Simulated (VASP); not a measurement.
A run of VASP 6.6.1 is set up as follows.

File INCAR:

```
SYSTEM = Ge
PREC = Accurate
ENCUT = 520
EDIFF = 1E-6
ISMEAR = 0
SIGMA = 0.05
LREAL = .FALSE.
LASPH = .TRUE.
NELM = 150
ALGO = Normal
ISIF = 2
LWAVE = .FALSE.
LCHARG = .FALSE.
ISPIN = 2
MAGMOM = 0.5 0.5 0.5 0.5
LORBIT = 11
GGA = PE
NBANDS = 40
```

The input KPOINTS:

```
Automatic mesh
0
G
  1 1 14
  0 0 0
```

The input POSCAR:

```
Ge
1.0
   11.4000000000      0.0000000000      0.0000000000
    0.0000000000      9.3000000000      0.0000000000
    0.0000000000      0.0000000000      4.4903119409
Ge
4
Direct
    0.3966046593      0.5000000000      0.0000000000
    0.3966046593      0.5000000000      0.5000000000
    0.6033953407      0.5000000000      0.0000000000
    0.6033953407      0.5000000000      0.5000000000
```

Potentials or basis: VASP PAW PBE potentials, release 64 (Ge_d).

The run is started by

```console
$ cat potpaw_PBE.64/Ge_d/POTCAR > POTCAR
$ mpirun -np 1 vasp_std > vasp.out
```

**Question.** Estimate the largest force.

**Answer.** 1.274 eV/Å.

**Question.** What does it give for the net moment?

**Answer.** 0.00 μB per cell.

**Question.** Predict the band gap on the k mesh.

**Answer.** Zero (filled and empty bands overlap).

Forces in eV/Å, atoms in the order of the input:
```
Ge  -1.274  0.000  0.000
Ge  -1.274  0.000  0.000
Ge   1.274  0.000  0.000
Ge   1.274  0.000  0.000
```
